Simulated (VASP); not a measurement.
Write the native input for VASP 6.6.1 that does the following.

- Task: single point
- Functional: PBE
- Dispersion: D3(BJ)
- Potentials or basis: VASP PAW PBE potentials, release 64 (C, O, H)
- Cutoff: 520 eV
- k mesh: 1 × 1 × 1
- Occupations: gaussian, width 0.005 eV
- Spin: no spin polarisation
- Dipole correction: no
- Further INCAR settings: ALGO = Normal; EDIFF = 1e-07; NBANDS = 16; ISYM = 0

The structure of COH4 lies in POSCAR:

```
H4CO
1.0
   14.0000000000      0.0000000000      0.0000000000
    0.0000000000     14.5000000000      0.0000000000
    0.0000000000      0.0000000000     15.0000000000
C O H
1 1 4
Direct
    0.4591896117      0.4857734704      0.4811086335
    0.5514968164      0.4561778980      0.4526703028
    0.4488749295      0.4771962237      0.5535394367
    0.4071272243      0.4420677472      0.4465279651
    0.4447918644      0.5582321325      0.4631905716
    0.5986868198      0.4940171644      0.4825799557
```

The input as run:

INCAR

```
SYSTEM = H4CO
ALGO = Normal
EDIFF = 1E-7
ENCUT = 520
GGA = PE
ISIF = 2
ISMEAR = 0
ISYM = 0
IVDW = 12
LASPH = .TRUE.
LCHARG = .FALSE.
LREAL = .FALSE.
LWAVE = .FALSE.
NBANDS = 16
NELM = 80
PREC = Accurate
SIGMA = 0.005
```

KPOINTS

```
k-points
0
G
  1 1 1
  0 0 0
```

Potentials or basis: VASP PAW PBE potentials, release 64 (C, O, H).

Launch:

```console
$ cat potpaw_PBE.64/C/POTCAR potpaw_PBE.64/O/POTCAR potpaw_PBE.64/H/POTCAR > POTCAR
$ mpirun -np 1 vasp_gam > vasp.out
```

It gave:

* Largest force: 0.131 eV/Å
* Gap between the frontier levels: 5.58 eV
* Dispersion energy per atom: -0.009 eV

Wall time 4 min on 1 thread of Oxide Virtual Turin-like Processor (shared host), peak memory 1.8 GiB.
